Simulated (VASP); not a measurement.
# Ti3ZnH (Pm-3m) in VASP: settings compared

Aim: see how the results for Ti3ZnH move with the level of theory and the settings. Levels: PBE, r2SCAN. Tasks: single point.

All numbers are computed with VASP 6.6.1; they aren't measurements. Logs are shortened: lines on timing, memory, paths and dates and some standing lists are left out, and cuts for length are marked.

**1. The cell of the first run**

The structure is cubic, space group Pm-3m (No. 221). Conventional cell: a = 3.878 Å, b = 3.878 Å, c = 3.878 Å, α = 90.00°, β = 90.00°, γ = 90.00°. Ti (site symmetry 4/mmm) has 2 H at 1.94 Å within 2.6 Å. Zn (site symmetry m-3m) has 12 Ti at 2.74 Å and 8 H at 3.36 Å within 3.6 Å. H (site symmetry m-3m) has 6 Ti at 1.94 Å within 2.6 Å.

**2. Single point, PBE (volume scaled by 0.88)**

INCAR

```
SYSTEM = Ti3ZnH
PREC = Accurate
ENCUT = 520
EDIFF = 1E-6
ISMEAR = 0
SIGMA = 0.1
LREAL = .False.
LASPH = .True.
NELM = 80
ALGO = Normal
ISIF = 2
LWAVE = .False.
LCHARG = .True.
GGA = PE
LELF = .True.
LVHAR = .True.
NBANDS = 32
```

KPOINTS

```
regular mesh
0
Gamma
  10 10 10
  0 0 0
```

POSCAR

```
Ti3ZnH
1.0
    3.8784430727      0.0000000000      0.0000000000
    0.0000000000      3.8784430727      0.0000000000
    0.0000000000      0.0000000000      3.8784430727
Ti Zn H
3 1 1
Direct
    0.0000000000      0.5000000000      0.5000000000
    0.5000000000      0.5000000000      0.0000000000
    0.5000000000      0.0000000000      0.5000000000
    0.0000000000      0.0000000000      0.0000000000
    0.5000000000      0.5000000000      0.5000000000
```

Potentials or basis: VASP PAW PBE potentials, release 64 (Ti_sv, Zn, H).

Started as:

```console
$ cat potpaw_PBE.64/Ti_sv/POTCAR potpaw_PBE.64/Zn/POTCAR potpaw_PBE.64/H/POTCAR > POTCAR
$ mpirun -np 1 vasp_std > vasp.out
```

OUTCAR:

```text
SYSTEM = Ti3ZnH
   PREC = Accurate
   ENCUT = 520
   EDIFF = 1E-6
   ISMEAR = 0
   LREAL = .False.
   LASPH = .True.
   NELM = 80
   ISIF = 2
   GGA = PE

 ion  position               nearest neighbor table
   1  0.000  0.500  0.500-   2 2.74   3 2.74   4 2.74   2 2.74   4 2.74   3 2.74   4 2.74   4 2.74
                             2 2.74   3 2.74   2 2.74   3 2.74
   2  0.500  0.500  0.000-   1 2.74   3 2.74   4 2.74   1 2.74   3 2.74   3 2.74   4 2.74   3 2.74
                             1 2.74   4 2.74   1 2.74   4 2.74
   3  0.500  0.000  0.500-   1 2.74   2 2.74   4 2.74   2 2.74   4 2.74   1 2.74   2 2.74   2 2.74
                             1 2.74   4 2.74   4 2.74   1 2.74
   4  0.000  0.000  0.000-   1 2.74   2 2.74   3 2.74   1 2.74   3 2.74   1 2.74   2 2.74   1 2.74
                             2 2.74   3 2.74   3 2.74   2 2.74
   5  0.500  0.500  0.500-

  LATTYP: Found a simple cubic cell.
 ALAT       =     3.8784430727

  Lattice vectors:

 A1 = (   3.8784430727,   0.0000000000,   0.0000000000)
 A2 = (   0.0000000000,   3.8784430727,   0.0000000000)
 A3 = (   0.0000000000,   0.0000000000,   3.8784430727)

Analysis of symmetry for initial positions (statically):
=====================================================================
 Subroutine PRICEL returns:
 Original cell was already a primitive cell.

 Routine SETGRP: Setting up the symmetry group for a
 simple cubic supercell.

 Subroutine GETGRP returns: Found 48 space group operations
 (whereof 48 operations were pure point group operations)
 out of a pool of 48 trial point group operations.

The static configuration has the point symmetry O_h .

Analysis of symmetry for dynamics (positions and initial velocities):
=====================================================================
 Subroutine PRICEL returns:
 Original cell was already a primitive cell.

 Routine SETGRP: Setting up the symmetry group for a
 simple cubic supercell.

 Subroutine GETGRP returns: Found 48 space group operations
 (whereof 48 operations were pure point group operations)
 out of a pool of 48 trial point group operations.

The dynamic configuration has the point symmetry O_h .

 Subroutine INISYM returns: Found 48 space group operations
 (whereof 48 operations are pure point group operations),
 and found     1 'primitive' translations

----------------------------------------------------------------------------------------

                                     Primitive cell

  volume of cell :      58.3408

[... 93 lines left out ...]
   NELM   =     80;   NELMIN=  2; NELMDL= -5     # of ELM steps
   EDIFF  = 0.1E-05   stopping-criterion for ELM
   LREAL  =      F    real-space projection
   EDIFFG = 0.1E-04   stopping-criterion for IOM
   NSW    =      0    number of steps for IOM
   IBRION =     -1    ionic relax: 0-MD 1-quasi-New 2-CG
   NFREE  =      0    steps in history (QN), initial steepest desc. (CG)
   ISIF   =      2    stress and relaxation
   ISYM   =      2    0-nonsym 1-usesym 2-fastsym
   POTIM  = 0.5000    time-step for ionic-motion
   TEBEG  =    0.0;   TEEND  =   0.0 temperature during run
   PSTRESS=    0.0 pullay stress
   NELECT =      49.0000    total number of electrons
   NUPDOWN=      -1.0000    fix difference up-down
   EMIN   =  10.00;   EMAX   =-10.00  energy-range for DOS
   EFERMI =   0.00;   METHOD = LEGACY
   ISMEAR =     0;   SIGMA  =   0.10  broadening in eV -4-tet -1-fermi 0-gaus
   EFERMI_NEDOS =   21; number of points for ismear=-14 and -15
   IALGO  =     38    algorithm
   IMIX   =      4    mixing-type and parameters
     AMIX     =   0.40;   BMIX     =  1.00
     AMIX_MAG =   1.60;   BMIX_MAG =  1.00
  volume/ion in A,a.u.               =      11.67        78.74
  Fermi-wavevector in a.u.,A,eV,Ry     =   1.544600  2.918871 32.460643  2.385790
  Thomas-Fermi vector in A             =   2.650098
   LORBIT       =      0    0 simple, 1 ext, 2 COOP (PROOUT), +10 PAW based schemes
   GGA     = PE    functional components
   LHFCALC =     F    Hartree Fock is set to
   AEXX    =    0.0000 exact exchange contribution
   IVDW    =     0    specifies the selected vdW correction
   LEPSILON=     F    determine dielectric tensor
   LRPA    =     F    only Hartree local field effects (RPA)
 non-spin polarized calculation
 Gauss-broadening in eV      SIGMA  =   0.10
  energy-cutoff  :      520.00
  volume of cell :       58.34
 maximum number of plane-waves:      1596
 NGX is ok and might be reduce to    30
   NGX = 15   NGY = 15   NGZ = 15

 number of electron      48.9999967 magnetization

 Free energy of the ion-electron system (eV)
  ---------------------------------------------------
  ext. energy  EPLUGINS =         0.00000000
  ---------------------------------------------------
  free energy    TOTEN  =       -28.86289002 eV

  energy without entropy =      -28.85432200  energy(sigma->0) =      -28.85860601

 E-fermi :   8.5738     XC(G=0): -12.3911

 val. band max:        8.5321282769   @ k =   0.4000   0.1000   0.0000
 cond. band min:       8.6257820047   @ k =   0.3000   0.2000   0.1000
 fundamental gap:      0.0936537279
 Fermi energy:         8.5737504210

 k-point     1 :       0.0000    0.0000    0.0000
  band No.  band energies     occupation
      1     -47.8833      2.00000
      2     -47.6341      2.00000
      3     -47.6341      2.00000
      4     -24.4582      2.00000
      5     -24.4582      2.00000
      6     -24.4582      2.00000
[... 829 lines left out ...]
     31      11.6321      0.00000
     32      11.6931      0.00000

 [... further k-points ...]
[... 5 lines left out ...]
  --------------------------------------------------------------------------------------
  -------------------------------------------------------------------------------------
  Total        7.1419473      7.1419473      7.1419473      0.0000000      0.0000000     -0.0000000
  in kB      196.1349369    196.1349369    196.1349369      0.0000000      0.0000000     -0.0000000
  external PRESSURE =     196.1349369 kB  Pullay stress =       0.0000000 kB

 VOLUME and BASIS-vectors are now :
 -----------------------------------------------------------------------------
  energy-cutoff  :      520.00
  volume of cell :       58.34
      direct lattice vectors                 reciprocal lattice vectors
     3.878443073  0.000000000  0.000000000     0.257835420  0.000000000  0.000000000
     0.000000000  3.878443073  0.000000000     0.000000000  0.257835420  0.000000000
     0.000000000  0.000000000  3.878443073     0.000000000  0.000000000  0.257835420

 POSITION                                       TOTAL-FORCE (eV/Angst)
 -----------------------------------------------------------------------------------
      0.00000      1.93922      1.93922         0.000000      0.000000      0.000000
      1.93922      1.93922      0.00000         0.000000      0.000000      0.000000
      1.93922      0.00000      1.93922         0.000000      0.000000      0.000000
      0.00000      0.00000      0.00000         0.000000      0.000000      0.000000
      1.93922      1.93922      1.93922         0.000000      0.000000      0.000000
 -----------------------------------------------------------------------------------
    total drift:                                0.000000      0.000000     -0.000000

  FREE ENERGIE OF THE ION-ELECTRON SYSTEM (eV)
  ---------------------------------------------------
  free  energy   TOTEN  =       -28.8628900210 eV

  energy  without entropy=      -28.8543219957  energy(sigma->0) =      -28.85860601
```

OSZICAR:

```text
N       E                     dE             d eps       ncg     rms          rms(c)
DAV:   1     0.555846704561E+03    0.55585E+03   -0.24654E+04  3616   0.208E+03
DAV:   2     0.360351903334E+02   -0.51981E+03   -0.50703E+03  3592   0.553E+02
DAV:   3    -0.264438691831E+02   -0.62479E+02   -0.60338E+02  5952   0.170E+02
DAV:   4    -0.321348118412E+02   -0.56909E+01   -0.56310E+01  5400   0.457E+01
DAV:   5    -0.323600538903E+02   -0.22524E+00   -0.22517E+00  4872   0.762E+00    0.194E+01
DAV:   6    -0.288740230586E+02    0.34860E+01   -0.12955E+01  4856   0.352E+01    0.615E+00
DAV:   7    -0.288351217609E+02    0.38901E-01   -0.16745E+00  5456   0.861E+00    0.267E+00
DAV:   8    -0.288518554060E+02   -0.16734E-01   -0.25611E-01  5048   0.516E+00    0.164E+00
DAV:   9    -0.288627784148E+02   -0.10923E-01   -0.72549E-02  4672   0.250E+00    0.202E-01
DAV:  10    -0.288626071425E+02    0.17127E-03   -0.17658E-02  5256   0.889E-01    0.281E-01
DAV:  11    -0.288629155894E+02   -0.30845E-03   -0.22374E-03  4768   0.355E-01    0.123E-01
DAV:  12    -0.288628917655E+02    0.23824E-04   -0.39999E-04  4880   0.143E-01    0.214E-02
DAV:  13    -0.288628889861E+02    0.27794E-05   -0.21175E-05  5008   0.516E-02    0.468E-03
DAV:  14    -0.288628902932E+02   -0.13071E-05   -0.46450E-06  3880   0.189E-02    0.368E-03
DAV:  15    -0.288628900210E+02    0.27222E-06   -0.76986E-07  2696   0.101E-02
   1 F= -.28862890E+02 E0= -.28858606E+02  d E =-.856803E-02
```

stdout:

```text
POSCAR found type information on POSCAR TiZnH
 POSCAR found :  3 types and       5 ions
 scaLAPACK will be used
 LDA part: xc-table for (Slater+PW92), standard interpolation
 POSCAR, INCAR and KPOINTS ok, starting setup
 FFT: planning ... GRIDC
 FFT: planning ... GRID_SOFT
 FFT: planning ... GRID
 WAVECAR not read
 entering main loop
```

Run time: 2 min. Hardware: 1 thread of AMD EPYC 7R43 (Zen 3), shared host; peak memory 0.2 GiB.

What came out:

| Property | Result |
| --- | --- |
| Free energy | -28.8629 eV |
| Pressure | 19.6 GPa |

Caveat: the cell differs from its parent crystal (volume scaled by 0.88).

**3. Single point, PBE (volume scaled by 0.91)**

INCAR

```
ALGO = Normal
EDIFF = 1E-7
ENCUT = 520
GGA = PE
ISIF = 2
ISMEAR = 0
LASPH = T
LCHARG = F
LREAL = F
LWAVE = F
NBANDS = 32
NELM = 60
PREC = Accurate
SIGMA = 0.1
```

KPOINTS

```
k-points
0
Gamma
  10 10 10
```

POSCAR, as its differences from that of step 2:

```diff
@@ -2,5 +2,5 @@
 1.0
-    3.8784430727      0.0000000000      0.0000000000
-    0.0000000000      3.8784430727      0.0000000000
-    0.0000000000      0.0000000000      3.8784430727
+    3.9220247325      0.0000000000      0.0000000000
+    0.0000000000      3.9220247325      0.0000000000
+    0.0000000000      0.0000000000      3.9220247325
 Ti Zn H
```

Potentials or basis: VASP PAW PBE potentials, release 64 (Ti_sv, Zn, H).

Started as:

```console
$ cat potpaw_PBE.64/Ti_sv/POTCAR potpaw_PBE.64/Zn/POTCAR potpaw_PBE.64/H/POTCAR > POTCAR
$ mpirun -np 1 vasp_std > vasp.out
```

Wall time 1.9 min (1 thread of AMD EPYC 7R43 (Zen 3), shared host); peak memory 0.2 GiB.

Results (log left out):

```
Free energy : -29.0688 eV
Pressure    : 13.5 GPa
```

Levels at points of the mesh, in eV from the Fermi level:
```
           k point  band 21  band 22  band 23  band 24  band 25  band 26  band 27  band 28  band 29  band 30
(0.00, 0.00, 0.00)    -1.19    -1.19    -1.09    -1.09     2.01     2.01     2.01     2.28     2.28     2.28
(0.50, 0.00, 0.00)    -1.03    -1.03    -0.90     0.26     0.48     0.48     1.19     1.23     1.67     2.19
(0.50, 0.50, 0.00)    -2.92    -1.18    -0.64    -0.39    -0.39     0.83     0.83     1.62     1.62     1.93
(0.50, 0.50, 0.50)    -2.13    -2.13    -0.29    -0.29    -0.29     0.79     0.79     0.79     1.94     1.94
```

Caveat: the cell differs from its parent crystal (volume scaled by 0.91).

**4. Single point, r2SCAN**

This run uses another cell than the first one, of 13.26 Å³/atom, 1.136 times its volume.

POSCAR, as its differences from that of step 3:

```diff
@@ -2,5 +2,5 @@
 1.0
-    3.9220247325      0.0000000000      0.0000000000
-    0.0000000000      3.9220247325      0.0000000000
-    0.0000000000      0.0000000000      3.9220247325
+    4.0472795000      0.0000000000      0.0000000000
+    0.0000000000      4.0472795000      0.0000000000
+    0.0000000000      0.0000000000      4.0472795000
 Ti Zn H
```

INCAR.step1

```
PREC = Accurate
ENCUT = 520
ISMEAR = 0
SIGMA = 0.1
LREAL = F
LASPH = T
NELM = 80
NBANDS = 32
GGA = PE
ALGO = Normal
EDIFF = 1E-4
LWAVE = T
LCHARG = F
```

INCAR.step2

```
PREC = Accurate
ENCUT = 520
EDIFF = 1E-7
ISMEAR = 0
SIGMA = 0.1
LREAL = F
LASPH = T
NELM = 80
ALGO = Normal
ISIF = 2
LWAVE = F
LCHARG = F
METAGGA = R2SCAN
LMIXTAU = T
NBANDS = 32
ISTART = 1
```

KPOINTS

```
Automatic mesh
0
Gamma
  10 10 10
```

Potentials or basis: VASP PAW PBE potentials, release 64 (Ti_sv, Zn, H).

Started as:

```console
$ cat potpaw_PBE.64/Ti_sv/POTCAR potpaw_PBE.64/Zn/POTCAR potpaw_PBE.64/H/POTCAR > POTCAR
$ cp INCAR.step1 INCAR
$ mpirun -np 1 vasp_std > vasp.out
$ cp INCAR.step2 INCAR
$ mpirun -np 1 vasp_std > vasp.out
```

OUTCAR:

```text
PREC = Accurate
   ENCUT = 520
   EDIFF = 1E-7
   ISMEAR = 0
   LREAL = F
   LASPH = T
   NELM = 80
   ISIF = 2
   METAGGA = R2SCAN
   ISTART = 1

 ion  position               nearest neighbor table
   1  0.000  0.500  0.500-   2 2.86   3 2.86   4 2.86   2 2.86   4 2.86   3 2.86   4 2.86   4 2.86
                             2 2.86   3 2.86   2 2.86   3 2.86
   2  0.500  0.500  0.000-   1 2.86   3 2.86   4 2.86   1 2.86   3 2.86   3 2.86   4 2.86   3 2.86
                             1 2.86   4 2.86   1 2.86   4 2.86
   3  0.500  0.000  0.500-   1 2.86   2 2.86   4 2.86   2 2.86   4 2.86   1 2.86   2 2.86   2 2.86
                             1 2.86   4 2.86   4 2.86   1 2.86
   4  0.000  0.000  0.000-   1 2.86   2 2.86   3 2.86   1 2.86   3 2.86   1 2.86   2 2.86   1 2.86
                             2 2.86   3 2.86   3 2.86   2 2.86
   5  0.500  0.500  0.500-

  LATTYP: Found a simple cubic cell.
 ALAT       =     4.0472795000

  Lattice vectors:

 A1 = (   4.0472795000,   0.0000000000,   0.0000000000)
 A2 = (   0.0000000000,   4.0472795000,   0.0000000000)
 A3 = (   0.0000000000,   0.0000000000,   4.0472795000)

[... 175 lines left out ...]
  ---------------------------------------------------
  free energy    TOTEN  =       -52.64415860 eV

  energy without entropy =      -52.63167892  energy(sigma->0) =      -52.63791876

 E-fermi :   7.3212     XC(G=0): -12.7280

 val. band max:        7.2850089573   @ k =   0.5000   0.3000   0.0000
 cond. band min:       7.3212292309   @ k =   0.3000   0.2000   0.1000
 fundamental gap:      0.0362202735
 Fermi energy:         7.3211747818

 k-point     1 :       0.0000    0.0000    0.0000
  band No.  band energies     occupation
      1     -51.7312      2.00000
      2     -51.5735      2.00000
      3     -51.5735      2.00000
      4     -27.1635      2.00000
      5     -27.1635      2.00000
      6     -27.1635      2.00000
[... 829 lines left out ...]
     31      10.0550      0.00000
     32      10.2882      0.00000

 [... further k-points ...]
[... 5 lines left out ...]
  --------------------------------------------------------------------------------------
  -------------------------------------------------------------------------------------
  Total       -0.5275685     -0.5275685     -0.5275685      0.0000000     -0.0000000     -0.0000000
  in kB      -12.7496960    -12.7496960    -12.7496960      0.0000000     -0.0000000     -0.0000000
  external PRESSURE =     -12.7496960 kB  Pullay stress =       0.0000000 kB

 VOLUME and BASIS-vectors are now :
 -----------------------------------------------------------------------------
  energy-cutoff  :      520.00
  volume of cell :       66.30
      direct lattice vectors                 reciprocal lattice vectors
     4.047279500  0.000000000  0.000000000     0.247079551  0.000000000  0.000000000
     0.000000000  4.047279500  0.000000000     0.000000000  0.247079551  0.000000000
     0.000000000  0.000000000  4.047279500     0.000000000  0.000000000  0.247079551

 POSITION                                       TOTAL-FORCE (eV/Angst)
 -----------------------------------------------------------------------------------
      0.00000      2.02364      2.02364         0.000000      0.000000      0.000000
      2.02364      2.02364      0.00000         0.000000      0.000000      0.000000
      2.02364      0.00000      2.02364         0.000000      0.000000      0.000000
      0.00000      0.00000      0.00000         0.000000      0.000000      0.000000
      2.02364      2.02364      2.02364         0.000000      0.000000      0.000000
 -----------------------------------------------------------------------------------
    total drift:                                0.000000      0.000000     -0.000000

  FREE ENERGIE OF THE ION-ELECTRON SYSTEM (eV)
  ---------------------------------------------------
  free  energy   TOTEN  =       -52.6441586010 eV

  energy  without entropy=      -52.6316789178  energy(sigma->0) =      -52.63791876
```

OSZICAR.step1:

```text
N       E                     dE             d eps       ncg     rms          rms(c)
DAV:   1     0.553328589743E+03    0.55333E+03   -0.24776E+04  3584   0.203E+03
DAV:   2     0.349968897805E+02   -0.51833E+03   -0.50567E+03  3608   0.550E+02
DAV:   3    -0.268664430687E+02   -0.61863E+02   -0.59652E+02  5864   0.168E+02
DAV:   4    -0.329354524173E+02   -0.60690E+01   -0.60296E+01  5576   0.458E+01
DAV:   5    -0.331848247886E+02   -0.24937E+00   -0.24931E+00  4960   0.765E+00    0.166E+01
DAV:   6    -0.293084964326E+02    0.38763E+01   -0.16050E+01  4808   0.347E+01    0.439E+00
DAV:   7    -0.292867708621E+02    0.21726E-01   -0.12905E+00  5368   0.647E+00    0.245E+00
DAV:   8    -0.293045528975E+02   -0.17782E-01   -0.21993E-01  4936   0.393E+00    0.743E-01
DAV:   9    -0.293050348167E+02   -0.48192E-03   -0.63606E-02  5360   0.224E+00    0.307E-01
DAV:  10    -0.293051307413E+02   -0.95925E-04   -0.64293E-03  5392   0.663E-01    0.203E-01
DAV:  11    -0.293050704295E+02    0.60312E-04   -0.86839E-04  4456   0.207E-01
   1 F= -.29305070E+02 E0= -.29299637E+02  d E =-.108666E-01
```

Run time: 8.8 min. Hardware: 1 thread of AMD EPYC 7R43 (Zen 3), shared host; peak memory 0.21 GiB.

Results:

```yaml
Free_energy: -52.6442 eV
Pressure: -1.3 GPa
```

Caveat: the PAW data sets were made with another functional, which shifts forces and pressure a little.

**5. The runs side by side**

| level | cell | gap on the mesh (eV) | pressure (GPa) |
| --- | --- | --- | --- |
| PBE | a = 3.878 Å, 5 atoms | none | 19.6 |
| PBE | a = 3.922 Å, 5 atoms | none | 13.5 |
| r2SCAN | a = 4.047 Å, 5 atoms | none | -1.3 |

Alike in all rows: task single point; potentials or basis VASP PAW PBE potentials, release 64 (Ti_sv, Zn, H); no spin polarisation; k mesh 10 × 10 × 10; cutoff (eV) 520; smearing gaussian 0.1 eV.

Caveats: the PAW data sets were made with another functional, which shifts forces and pressure a little (some runs).

Absolute energies hang on the potentials; compare differences alone.
